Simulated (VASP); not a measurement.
Here is a VASP 6.6.1 calculation.

The input INCAR:

```
SYSTEM = CuI
  PREC = Accurate
  ENCUT = 520
  EDIFF = 1E-6
  ISMEAR = -1
  SIGMA = 0.02
  LREAL = .False.
  LASPH = .True.
  NELM = 100
  ALGO = Normal
  ISIF = 2
  LWAVE = .False.
  LCHARG = .False.
  GGA = PE
  NBANDS = 16
```

Contents of KPOINTS:

```
regular mesh
0
Gamma
  8 8 8
  0 0 0
```

POSCAR

```
CuI
1.0
    0.0000000000      2.8746937486      2.8746937486
    2.8746937486      0.0000000000      2.8746937486
    2.8746937486      2.8746937486      0.0000000000
Cu I
1 1
Direct
    0.2500000000      0.2500000000      0.2500000000
    0.0000000000      0.0000000000      0.0000000000
```

Potentials or basis: VASP PAW PBE potentials, release 64 (Cu, I).

Run with:

```console
$ cat potpaw_PBE.64/Cu/POTCAR potpaw_PBE.64/I/POTCAR > POTCAR
$ mpirun -np 1 vasp_std > vasp.out
```

Task: Predict the band gap on the k mesh.

Result: 1.63 eV.

Task: Predict the pressure.

Result: 10.1 GPa.

Caveat: the cell differs from its parent crystal (strain -4.6%); the cell stands under pressure; spin-orbit coupling is left out, which moves the levels of the heavy elements.
